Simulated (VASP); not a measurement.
# MgH2 in VASP: notebook

The runs below take MgH2 through relaxation of cell and atoms, single point, with r2SCAN+rVV10, PBEsol.

Everything below comes from runs of VASP 6.6.1. Logs are shortened: lines on timing, memory, paths and dates and some standing lists are left out, and cuts for length are marked.

### Step 1. The cell of the first run

Symmetry: P-3m1, No. 164, trigonal system. The conventional cell has a = 3.002 Å, b = 3.002 Å, c = 4.381 Å, α = 90.00°, β = 90.00°, γ = 120.00°. Within 2.6 Å of Mg (site symmetry -3m) lie 6 H at 1.97 Å. Within 2.6 Å of H (site symmetry 3m) lie 3 Mg at 1.97 Å and 3 H at 2.55 Å.

### Step 2. Relaxation of cell and atoms, r2SCAN+rVV10

Input file POSCAR:

```
MgH2
1.0
    3.0017476113      0.0000000000      0.0000000000
   -1.5008738056      2.5995896871      0.0000000000
    0.0000000000      0.0000000000      4.3812781374
Mg H
1 2
Direct
    0.0000000000      0.0000000000      0.0000000000
    0.6666666667      0.3333333333      0.7857848875
    0.3333333333      0.6666666667      0.2142151125
```

Input file INCAR.step1:

```
PREC     = Accurate       # precision mode
ENCUT    = 660            # plane-wave cutoff, eV
ISMEAR   = -1             # smearing method
SIGMA    = 0.03           # smearing width, eV
LREAL    = False          # projectors in reciprocal space
LASPH    = True           # aspherical terms in the spheres
NELM     = 120            # most SCF steps
GGA      = PE             # functional
ALGO     = Normal         # electronic algorithm
EDIFF    = 1E-5           # SCF threshold, eV
LWAVE    = True           # write WAVECAR
LCHARG   = False          # write CHGCAR
GGA_COMPAT= False        
IBRION   = 2              # ionic algorithm
ISIF     = 3              # what is computed and relaxed
EDIFFG   = -0.005         # ionic threshold
NELMIN   = 4            
NSW      = 100            # ionic steps
```

Input file INCAR.step2:

```
PREC     = Accurate       # precision mode
ENCUT    = 660            # plane-wave cutoff, eV
EDIFF    = 1E-7           # SCF threshold, eV
ISMEAR   = -1             # smearing method
SIGMA    = 0.03           # smearing width, eV
LREAL    = False          # projectors in reciprocal space
LASPH    = True           # aspherical terms in the spheres
NELM     = 120            # most SCF steps
ALGO     = Normal         # electronic algorithm
ISIF     = 3              # what is computed and relaxed
LWAVE    = False          # write WAVECAR
LCHARG   = False          # write CHGCAR
METAGGA  = R2SCAN         # meta-GGA
LMIXTAU  = True         
LUSE_VDW = True         
IVDW_NL  = 2            
BPARAM   = 11.95        
CPARAM   = 0.0093       
IBRION   = 2              # ionic algorithm
NSW      = 100            # ionic steps
EDIFFG   = -0.01          # ionic threshold
ISTART   = 1            
GGA_COMPAT= False        
NELMIN   = 4
```

Input file KPOINTS:

```
Automatic mesh
0
Gamma
  12 12 6
```

Potentials or basis: VASP PAW PBE potentials, release 64 (Mg, H).

Run with:

```console
> cat potpaw_PBE.64/Mg/POTCAR potpaw_PBE.64/H/POTCAR > POTCAR
> cp INCAR.step1 INCAR
> mpirun -np 1 vasp_std > vasp.out
> cp INCAR.step2 INCAR
> mpirun -np 1 vasp_std > vasp.out
```

OUTCAR:

```text
PREC = Accurate
   ENCUT = 660
   EDIFF = 1E-7
   ISMEAR = -1
   LREAL = False
   LASPH = True
   NELM = 120
   ISIF = 3
   METAGGA = R2SCAN
   IVDW_NL = 2
   BPARAM = 11.95
   IBRION = 2
   NSW = 100
   EDIFFG = -0.01
   ISTART = 1
   NELMIN = 4

 ion  position               nearest neighbor table
   1  0.000  0.000  0.000-   2 1.97   3 1.97   3 1.97   2 1.97   2 1.97   3 1.97
   2  0.667  0.333  0.786-   1 1.97   1 1.97   1 1.97
   3  0.333  0.667  0.214-   1 1.97   1 1.97   1 1.97

  LATTYP: Found a hexagonal cell.
 ALAT       =     3.0017476113
 C/A-ratio  =     1.4595757888

  Lattice vectors:

 A1 = (   3.0017476113,   0.0000000000,   0.0000000000)
 A2 = (  -1.5008738056,   2.5995896871,   0.0000000000)
 A3 = (   0.0000000000,   0.0000000000,   4.3812781374)

Analysis of symmetry for initial positions (statically):
=====================================================================
 Subroutine PRICEL returns:
 Original cell was already a primitive cell.

 Routine SETGRP: Setting up the symmetry group for a
 hexagonal supercell.

 Subroutine GETGRP returns: Found 12 space group operations
 (whereof 12 operations were pure point group operations)
 out of a pool of 24 trial point group operations.

The static configuration has the point symmetry D_3d.

Analysis of symmetry for dynamics (positions and initial velocities):
=====================================================================
 Subroutine PRICEL returns:
 Original cell was already a primitive cell.

 Routine SETGRP: Setting up the symmetry group for a
 hexagonal supercell.

 Subroutine GETGRP returns: Found 12 space group operations
 (whereof 12 operations were pure point group operations)
 out of a pool of 24 trial point group operations.

The dynamic configuration has the point symmetry D_3d.

 Subroutine INISYM returns: Found 12 space group operations
 (whereof 12 operations are pure point group operations),
 and found     1 'primitive' translations

----------------------------------------------------------------------------------------

                                     Primitive cell

  volume of cell :      34.1885

  direct lattice vectors                    reciprocal lattice vectors
     3.001747611  0.000000000  0.000000000     0.333139267  0.192338046  0.000000000
[... 99 lines left out ...]
   NELECT =       4.0000    total number of electrons
   NUPDOWN=      -1.0000    fix difference up-down
   EMIN   =  10.00;   EMAX   =-10.00  energy-range for DOS
   EFERMI =   0.00;   METHOD = LEGACY
   ISMEAR =    -1;   SIGMA  =   0.03  broadening in eV -4-tet -1-fermi 0-gaus
   EFERMI_NEDOS =   21; number of points for ismear=-14 and -15
   IALGO  =     38    algorithm
   IMIX   =      4    mixing-type and parameters
     AMIX     =   0.40;   BMIX     =  1.00
     AMIX_MAG =   1.60;   BMIX_MAG =  1.00
  volume/ion in A,a.u.               =      11.40        76.91
  Fermi-wavevector in a.u.,A,eV,Ry     =   0.800697  1.513098  8.722909  0.641116
  Thomas-Fermi vector in A             =   1.908042
   LORBIT       =      0    0 simple, 1 ext, 2 COOP (PROOUT), +10 PAW based schemes
   METAGGA = R2SCAN    functional components
   LHFCALC =     F    Hartree Fock is set to
   AEXX    =    0.0000 exact exchange contribution
   IVDW_NL    =     2    kernel type
   BPARAM     =11.9500
   IVDW    =     0    specifies the selected vdW correction
   LEPSILON=     F    determine dielectric tensor
   LRPA    =     F    only Hartree local field effects (RPA)
 conjugate gradient relaxation of ions
 non-spin polarized calculation
  energy-cutoff  :      660.00
  volume of cell :       34.19
 maximum number of plane-waves:      1350
 NGX is ok and might be reduce to    28

--------------------------------------- Ionic step        1  -------------------------------------------

 number of electron       4.0000000 magnetization

 Free energy of the ion-electron system (eV)
  ---------------------------------------------------
  ext. energy  EPLUGINS =         0.00000000
  ---------------------------------------------------
  free energy    TOTEN  =       -11.45809292 eV

  energy without entropy =      -11.45809292  energy(sigma->0) =      -11.45809292

------------------------ aborting loop because EDIFF is reached ----------------------------------------

  FORCE on cell =-STRESS in cart. coord.  units (eV):
  Direction    XX          YY          ZZ          XY          YZ          ZX
  --------------------------------------------------------------------------------------
  -------------------------------------------------------------------------------------
  Total       -0.1509796     -0.1509796     -0.1306784     -0.0000000      0.0000000      0.0000000
  in kB       -7.0753704     -7.0753704     -6.1239932     -0.0000000      0.0000000      0.0000000
  external PRESSURE =      -6.7582446 kB  Pullay stress =       0.0000000 kB
[... 172 lines left out ...]
--------------------------------------- Ionic step        6  -------------------------------------------

 number of electron       4.0000000 magnetization

 Free energy of the ion-electron system (eV)
  ---------------------------------------------------
  ext. energy  EPLUGINS =         0.00000000
  ---------------------------------------------------
  free energy    TOTEN  =       -11.45975478 eV

  energy without entropy =      -11.45975478  energy(sigma->0) =      -11.45975478

 E-fermi :  -0.8009     XC(G=0):  -8.2192

 val. band max:       -1.4616120400   @ k =   0.1667   0.1667   0.0000
 cond. band min:       3.1300660430   @ k =   0.4167   0.0000   0.3333
 fundamental gap:      4.5916780830
 Fermi energy:        -0.8009224185

 k-point     1 :       0.0000    0.0000    0.0000
  band No.  band energies     occupation
      1      -7.8557      2.00000
      2      -2.0674      2.00000
      3       4.3913      0.00000
      4      12.4874      0.00000
      5      14.2054      0.00000
      6      14.4808      0.00000
[... 199 lines left out ...]
 k-point    24 :       0.0000    0.1667    0.1667
  band No.  band energies     occupation
      1      -7.1504      2.00000
      2      -2.2924      2.00000
      3       5.7351      0.00000
      4       8.7346      0.00000
      5      11.3453      0.00000
      6      12.7868      0.00000

 [... further k-points ...]

------------------------ aborting loop because EDIFF is reached ----------------------------------------

  FORCE on cell =-STRESS in cart. coord.  units (eV):
  Direction    XX          YY          ZZ          XY          YZ          ZX
  --------------------------------------------------------------------------------------
  -------------------------------------------------------------------------------------
  Total       -0.0027945     -0.0027945      0.0202531     -0.0000000     -0.0000000     -0.0000000
  in kB       -0.1322645     -0.1322645      0.9585803     -0.0000000     -0.0000000     -0.0000000
  external PRESSURE =       0.2313505 kB  Pullay stress =       0.0000000 kB
[... 18 lines left out ...]
  FREE ENERGIE OF THE ION-ELECTRON SYSTEM (eV)
  ---------------------------------------------------
  free  energy   TOTEN  =       -11.4597547785 eV

  energy  without entropy=      -11.4597547785  energy(sigma->0) =      -11.45975478

 reached required accuracy - stopping structural energy minimisation
```

OSZICAR.step1:

```text
N       E                     dE             d eps       ncg     rms          rms(c)
DAV:   1    -0.114508479121E+00   -0.11451E+00   -0.18277E+03  1224   0.589E+02
DAV:   2    -0.901281547163E+01   -0.88983E+01   -0.80868E+01  1518   0.575E+01
DAV:   3    -0.930113714023E+01   -0.28832E+00   -0.28832E+00  1638   0.136E+01
[... 91 lines left out ...]
       N       E                     dE             d eps       ncg     rms          rms(c)
DAV:   1    -0.865256768221E+01   -0.40398E-04   -0.23408E-03  1218   0.437E-01    0.136E-02
DAV:   2    -0.865256556660E+01    0.21156E-05   -0.18595E-05  1326   0.372E-02    0.751E-03
DAV:   3    -0.865256406376E+01    0.15028E-05   -0.60246E-06   720   0.110E-02    0.696E-04
DAV:   4    -0.865256406962E+01   -0.58560E-08   -0.16921E-07   600   0.333E-03
  14 F= -.86525641E+01 E0= -.86525641E+01  d E =-.367826E-04
```

Wall time 27 min (1 thread of Intel Xeon 8259CL, shared host); peak memory 0.34 GiB.

Results:

```yaml
Free_energy: -11.4598 eV
Relaxed_volume: 11.28 Å³/atom
Relaxed_cell: a = 2.994 Å, b = 2.994 Å, c = 4.360 Å, α = 90.00°, β = 90.00°, γ = 120.00°
Space_group_after_relaxing_to_0.1_Å: P-3m1 (No. 164)
Energy_gained_by_relaxing: 0.6 meV/atom
Ionic_steps: 6
Pressure_after_relaxing: 0.0 GPa
Largest_force_after_relaxing: 0.004 eV/Å
Band_gap_on_the_k_mesh: 4.59 eV (least direct gap 5.30 eV)
```

Forces on the atoms (eV/Å):
```
Mg   0.000  0.000  0.000
H    0.000  0.000  0.004
H    0.000  0.000 -0.004
```

Stress tensor (GPa, compression positive):
```
-0.01  0.00  0.00
 0.00 -0.01  0.00
 0.00  0.00  0.10
```

Step by step:
| step | energy change (eV) | largest force (eV/Å) | pressure (GPa) | volume (Å³) |
| --- | --- | --- | --- | --- |
| 1 | 0.0000 | 0.0820 | -0.68 | 34.19 |
| 2 | -0.0012 | 0.0478 | -0.24 | 33.95 |
| 3 | -0.0015 | 0.0237 | 0.07 | 33.79 |
| 4 | -0.0015 | 0.0209 | 0.11 | 33.77 |
| 5 | -0.0016 | 0.0154 | 0.08 | 33.79 |
| 6 | -0.0017 | 0.0038 | 0.02 | 33.85 |

Final structure:
```yaml
crystal:
  lattice:
    - [2.99416, 0.00000, 0.00000]
    - [-1.49708, 2.59301, 0.00000]
    - [0.00000, 0.00000, 4.36007]
  atoms:
    - { symbol: Mg, position: [0.00000, 0.00000, 0.00000] }
    - { symbol: H, position: [0.66667, 0.33333, 0.78842] }
    - { symbol: H, position: [0.33333, 0.66667, 0.21158] }
```

Caveat: the PAW data sets were made with another functional, which shifts forces and pressure a little. A k mesh can miss the band edges.

### Step 3. Single point, PBEsol

This run uses another cell than the first one: it holds 12 atoms, not 3.

Input file INCAR:

```
PREC     = Accurate       # precision mode
ENCUT    = 600            # plane-wave cutoff, eV
EDIFF    = 1E-6           # SCF threshold, eV
ISMEAR   = -1             # smearing method
SIGMA    = 0.05           # smearing width, eV
LREAL    = F              # projectors in reciprocal space
LASPH    = T              # aspherical terms in the spheres
NELM     = 120            # most SCF steps
ALGO     = Normal         # electronic algorithm
ISIF     = 2              # what is computed and relaxed
LWAVE    = F              # write WAVECAR
LCHARG   = T              # write CHGCAR
GGA      = PS             # functional
LELF     = T              # ELF
LVHAR    = T            
NBANDS   = 20             # bands
GGA_COMPAT= F
```

Input file KPOINTS:

```
regular mesh
0
Gamma
  6 6 4
```

Input file POSCAR:

```
MgH2
1.0
    6.0045827167      0.0000781087      0.0012591073
   -3.0022102193      5.1999700857      0.0010751367
    0.0009053666      0.0013604185      4.3886017730
Mg H
4 8
Direct
   -0.0039876453     -0.0017617061     -0.0041224136
   -0.0039891239      0.4982382141     -0.0041004460
    0.4960127767     -0.0017617358     -0.0040573301
    0.4960127885      0.4982383482     -0.0040963416
    0.3294749599      0.1650169443      0.7821260530
    0.1625515758      0.3314511032      0.2096751782
    0.3294688193      0.6650262991      0.7821353851
    0.1625473584      0.8314553776      0.2096872056
    0.8294501846      0.1650143452      0.7821241836
    0.6625627315      0.3314673703      0.2096955611
    0.8294639832      0.6650131689      0.7821127617
    0.6625708759      0.8314548310      0.2096899912
```

Potentials or basis: VASP PAW PBE potentials, release 64 (Mg, H).

Run with:

```console
> cat potpaw_PBE.64/Mg/POTCAR potpaw_PBE.64/H/POTCAR > POTCAR
> mpirun -np 1 vasp_std > vasp.out
```

Wall time 6.1 min (1 thread of Intel Xeon 8259CL, shared host); peak memory 0.41 GiB.

It converged, with:

```yaml
Free_energy: -34.6582 eV
Pressure: -0.1 GPa
Band_gap_on_the_k_mesh: 3.96 eV
```

Forces on the atoms (eV/Å):
```
Mg   0.000  0.000  0.000
Mg   0.000  0.000  0.000
Mg   0.000  0.000  0.000
Mg   0.000  0.000  0.000
H    0.000  0.000  0.002
H    0.000  0.000 -0.002
H    0.000  0.000  0.002
H    0.000  0.000 -0.002
H    0.000  0.000  0.002
H    0.000  0.000 -0.002
H    0.000  0.000  0.002
H    0.000  0.000 -0.002
```

Stress tensor (GPa, compression positive):
```
-0.12  0.00  0.00
 0.00 -0.12  0.00
 0.00  0.00 -0.04
```

Levels at points of the mesh, in eV from the valence-band top:
| k point | band 5 | band 6 | band 7 | band 8 | band 9 | band 10 | band 11 | band 12 |
| --- | --- | --- | --- | --- | --- | --- | --- | --- |
| (0.00, 0.00, 0.00) | -0.97 | -0.97 | -0.97 | -0.68 | 4.79 | 4.79 | 4.80 | 5.13 |
| (0.50, 0.00, 0.00) | -0.23 | -0.23 | -0.12 | -0.12 | 5.48 | 5.48 | 6.25 | 6.25 |
| (0.00, 0.50, 0.00) | -0.24 | -0.24 | -0.12 | -0.12 | 5.48 | 5.48 | 6.25 | 6.25 |
| (0.50, 0.50, 0.00) | -0.23 | -0.23 | -0.12 | -0.12 | 5.48 | 5.48 | 6.25 | 6.25 |
| (0.00, 0.00, 0.50) | -2.07 | -0.94 | -0.93 | -0.93 | 3.96 | 3.96 | 3.97 | 4.68 |
| (0.50, 0.00, 0.50) | -1.76 | -1.76 | -0.67 | -0.67 | 4.67 | 4.67 | 6.33 | 6.33 |
| (0.00, 0.50, 0.50) | -1.76 | -1.76 | -0.67 | -0.67 | 4.67 | 4.67 | 6.33 | 6.33 |
| (0.50, 0.50, 0.50) | -1.76 | -1.76 | -0.67 | -0.67 | 4.67 | 4.67 | 6.33 | 6.33 |

Caveat: the PAW data sets were made with another functional, which shifts forces and pressure a little.
